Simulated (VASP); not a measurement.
Runs of VASP 6.6.1 on Pb. The structure is that of space group P6_3/mmc (No. 194), or close to it. The cells are those of the table. This isn't the form of Pb at room conditions, which is fcc.

```tsv
task	cell	gap on the mesh (eV)	pressure (GPa)
single point	a = 3.457, b = 3.457, c = 5.552 Å, angles 90.0, 90.0, 120.0°, 2 atoms	none	1.9
electric field gradients	a = 3.468, b = 3.468, c = 5.571 Å, angles 90.0, 90.0, 120.0°, 2 atoms	none	(a)
electric field gradients	a = 3.457, b = 3.457, c = 5.552 Å, angles 90.0, 90.0, 120.0°, 2 atoms	none	1.9
single point	a = 3.526, b = 3.526, c = 5.664 Å, angles 90.0, 90.0, 120.0°, 2 atoms	none	-1.0
```

Alike in all rows: level PBEsol; potentials or basis VASP PAW PBE potentials, release 64 (Pb_d); no spin polarisation; k mesh 12 × 12 × 7; cutoff (eV) 520; smearing fermi-dirac 0.05 eV.

**Question.** Estimate the missing entries.

**Answer.** (a) 1.3.

Caveats: the PAW data sets were made with another functional, which shifts forces and pressure a little; spin-orbit coupling is left out, which moves the levels of the heavy elements.

A k mesh can miss the band edges, and the runs leave out spin-orbit coupling on Pb.

A gap of «none» marks levels without a gap at the run's occupations.
